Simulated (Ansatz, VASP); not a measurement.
# One calculation of Ta2N, two programs

INCAR

```
PREC = Accurate
ENCUT = 520
EDIFF = 1E-6
ISMEAR = 0
SIGMA = 0.15
LREAL = F
LASPH = T
NELM = 60
ALGO = Normal
ISIF = 2
LWAVE = F
LCHARG = F
GGA = PS
NBANDS = 20
```

Contents of KPOINTS:

```
regular mesh
0
Gamma
  18 18 10
```

The input POSCAR:

```
Ta2N
1.0
    3.0154499057      0.0000000000      0.0000000000
   -1.5077249529      2.6114562222      0.0000000000
    0.0000000000      0.0000000000      4.7255041002
Ta N
2 1
Direct
    0.6666666667      0.3333333333      0.7463700642
    0.3333333333      0.6666666667      0.2536299358
    0.0000000000      0.0000000000      0.0000000000
```

Input for Ansatz:

```yaml
crystal:
  lattice:
    - [3.0154499057, 0.0, 0.0]
    - [-1.5077249529, 2.6114562222, 0.0]
    - [0.0, 0.0, 4.7255041002]
  atoms:
    - { symbol: Ta, position: [0.6666666667, 0.3333333333, 0.7463700642] }
    - { symbol: Ta, position: [0.3333333333, 0.6666666667, 0.2536299358] }
    - { symbol: "N", position: [0.0, 0.0, 0.0] }
basis:
  ecutwfc: 520.0
kpoints:
  mp_grid: { grid: [18, 18, 10] }
hamiltonian:
  xc: pbesol
  pseudopotentials: { kind: paw, azcp: { folder: soft_1 } }
scf:
  occupations: { method: gaussian, width: 0.15 }
output:
  forces: true
  stress: true
  eigenvalues: true
```

Alike in both runs: task single point; functional PBEsol; k mesh 18 × 18 × 10; occupations gaussian, width 0.15 eV; no spin polarisation.

```csv
,VASP,Ansatz
version,VASP 6.6.1,Ansatz 0.2.0
potentials or method,"VASP PAW PBE potentials, release 64 (Ta_pv, N), cutoff 520 eV","scalar-relativistic, plane waves, PAW"
valence electrons in the cell,27,31
```

|  | VASP | Ansatz | Ansatz less VASP |
| --- | --- | --- | --- |
| gap on the k mesh at the Fermi level (eV) | none | none | - |
| pressure (GPa) | 22.3 | 21.4 | -0.85 |
| traceless stress, the component that is largest in VASP (GPa) | 0.01 | 0.11 | +0.099 |
| rms of the force components (eV/Å) | 0.257 | 0.226 | -0.0306 |

VASP's potentials were made for PBE, not for PBEsol, and Ansatz warns of the same on its side. Atom by atom the forces differ by 0.031 eV/Å (rms over components). A gap of «none» marks a metal or a gap that the smearing closes. The functional is the same, so the differences come from potentials, cutoffs and numerics. VASP's potentials hold 27 valence electrons a cell and Ansatz's 31, so a difference there can come from the potentials and not from the codes.

Neither program's run includes spin-orbit coupling.
